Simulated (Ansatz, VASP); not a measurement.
## TaN in VASP and in Ansatz

```
CELL_PARAMETERS angstrom
0.00000 2.27489 2.24176
2.27489 0.00000 2.24176
2.27489 2.27489 0.00000
ATOMIC_POSITIONS crystal
Ta 0.50000 0.50000 0.50000
N 0.00000 0.00000 0.00000
```

Change from the starting cell: strain +0.030 along x and y, +0.015 along z, atoms carried along.

Alike in both runs: task single point; functional PBE; k mesh 24 × 24 × 24; occupations gaussian, width 0.15 eV; no spin polarisation.

|  | VASP | Ansatz |
| --- | --- | --- |
| version | VASP 6.6.1 | Ansatz 0.2.0 |
| potentials or method | VASP PAW PBE potentials, release 64 (Ta_pv, N), cutoff 520 eV | scalar-relativistic, plane waves, PAW |
| valence electrons in the cell | 16 | 18 |

|  | VASP | Ansatz | Ansatz less VASP |
| --- | --- | --- | --- |
| gap on the k mesh at the Fermi level (eV) | none | none | - |
| pressure (GPa) | -20.0 | -20.5 | -0.52 |
| traceless stress, the component that is largest in VASP (GPa) | 3.76 | 3.74 | -0.027 |

A gap of «none» marks a metal or a gap that the smearing closes. VASP's potentials hold 16 valence electrons a cell and Ansatz's 18, so a difference there can come from the potentials and not from the codes.

Neither program's run includes spin-orbit coupling.
